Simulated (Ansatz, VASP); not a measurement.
Two plane-wave programs on Hg3P2

```xyz
5
Lattice="4.4573 0.0000 0.0000 0.0000 5.4834 0.0000 0.0000 0.0000 6.6103" Properties=species:S:1:pos:R:3 pbc="T T T"
Hg    0.0000    0.0000    3.3052
Hg    2.2287    0.0000    0.0000
Hg    0.0000    0.0000    0.0000
P     2.2287    2.7417    3.3052
P     2.2287    0.0000    3.3052
```

Change from the starting cell: species swapped into the Zr3Cd2 type (Pmmm, No. 47).

Alike in both runs: task single point; functional PBE; k mesh 4 × 4 × 4; occupations gaussian, width 0.1 eV; no spin polarisation.

```csv
,VASP,Ansatz
version,VASP 6.6.1,Ansatz 0.2.0
potentials or method,"VASP PAW PBE potentials, release 64 (Hg, P), cutoff 520 eV","scalar-relativistic, plane waves, PAW"
valence electrons in the cell,46,70
```

VASP gave:

| Quantity | Value |
| --- | --- |
| gap on the k mesh at the Fermi level (eV) | none |
| pressure (GPa) | 17.6 |
| traceless stress, the component that is largest in VASP (GPa) | 42.15 |

**Question.** What did Ansatz give for the same quantities?

**Answer.** gap on the k mesh at the Fermi level (eV): none; pressure (GPa): 16.5; traceless stress, the component that is largest in VASP (GPa): 39.92.

A gap of «none» marks a metal or a gap that the smearing closes. VASP's potentials hold 46 valence electrons a cell and Ansatz's 70, so a difference there can come from the potentials and not from the codes.

Spin-orbit coupling is off throughout.
